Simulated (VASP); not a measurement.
# HfN: single point with PBEsol

HfN:

```
CELL_PARAMETERS angstrom
0.00000 2.39454 2.25900
2.39454 0.00000 2.25900
2.39454 2.39454 0.00000
ATOMIC_POSITIONS crystal
Hf 0.00000 0.00000 0.00000
N 0.50000 0.50000 0.50000
```

This cell differs from its parent crystal: strain +0.0600 x Voigt [1, 1, 0, 0, 0, 0].

- Program: VASP 6.6.1
- Task: single point
- Functional: PBEsol
- Potentials or basis: VASP PAW PBE potentials, release 64 (Hf_pv, N)
- Cutoff: 520 eV
- k mesh: 18 × 18 × 18
- Occupations: gaussian, width 0.15 eV
- Spin: no spin polarisation
- Dipole correction: no
- Further INCAR settings: ALGO = Normal; EDIFF = 1e-06; NBANDS = 14

| Quantity | Value |
| --- | --- |
| Pressure | -27.7 GPa |

Stress tensor (GPa, compression positive):
```
-33.36   0.00   0.00
  0.00 -33.36   0.00
  0.00   0.00 -16.47
```

Levels at points of the mesh, in eV from the Fermi level:
| k point | band 4 | band 5 | band 6 | band 7 | band 8 | band 9 | band 10 | band 11 | band 12 | band 13 |
| --- | --- | --- | --- | --- | --- | --- | --- | --- | --- | --- |
| (0.00, 0.00, 0.00) | -16.75 | -2.89 | -2.89 | -2.69 | -0.47 | -0.47 | 0.09 | 0.29 | 1.30 | 2.63 |
| (0.50, 0.00, 0.00) | -14.55 | -8.23 | -5.63 | -5.62 | 2.72 | 3.14 | 3.39 | 3.80 | 6.96 | 7.85 |
| (0.50, 0.50, 0.00) | -15.66 | -4.96 | -3.71 | -3.71 | -3.43 | 3.53 | 4.30 | 4.70 | 4.70 | 7.04 |
| (0.50, 0.00, 0.50) | -15.72 | -5.48 | -3.54 | -3.37 | -3.27 | 3.11 | 4.35 | 4.79 | 4.99 | 6.45 |

It took 84 s on 1 thread of Intel(R) Xeon(R) Platinum 8259CL CPU @ 2.50GHz (Skylake/Cascade Lake) (shared host), peak memory 0.29 GiB.

Caveat: the cell differs from its parent crystal (strain +0.0600 x Voigt [1, 1, 0, 0, 0, 0]); the PAW data sets were made with another functional, which shifts forces and pressure a little; spin-orbit coupling is left out, which moves the levels of the heavy elements.
